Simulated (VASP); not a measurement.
GaN:

```
Ga N
1.0
     0.00000    2.25350    2.25350
     2.25350    0.00000    2.25350
     2.25350    2.25350    0.00000
Ga N
1 1
Direct
  0.00000 0.00000 0.00000
  0.25000 0.25000 0.25000
```

Program: VASP 6.6.1. Alike in all runs: task single point; no spin polarisation; cell as given; k mesh 8 × 8 × 8; smearing gaussian 0.01 eV.

Task: Order these runs on this cell by their pressure, lowest first.
A. level LDA; potentials or basis VASP PAW LDA potentials, release 64 (Ga_d, N); cutoff (eV) 600
B. level PBE; potentials or basis VASP PAW PBE potentials, release 64 (Ga_d, N); cutoff (eV) 600
C. level r2SCAN; potentials or basis VASP PAW PBE potentials, release 64 (Ga_d, N); cutoff (eV) 660
D. level RPBE; potentials or basis VASP PAW PBE potentials, release 64 (Ga_d, N); cutoff (eV) 600

Result: A (-5.6 GPa), C (-0.1 GPa), B (4.9 GPa), D (8.9 GPa).

Caveats: the PAW data sets were made with another functional, which shifts forces and pressure a little (at least some runs); the cell stands under pressure (at least some runs); the cell stands under tension (at least some runs).
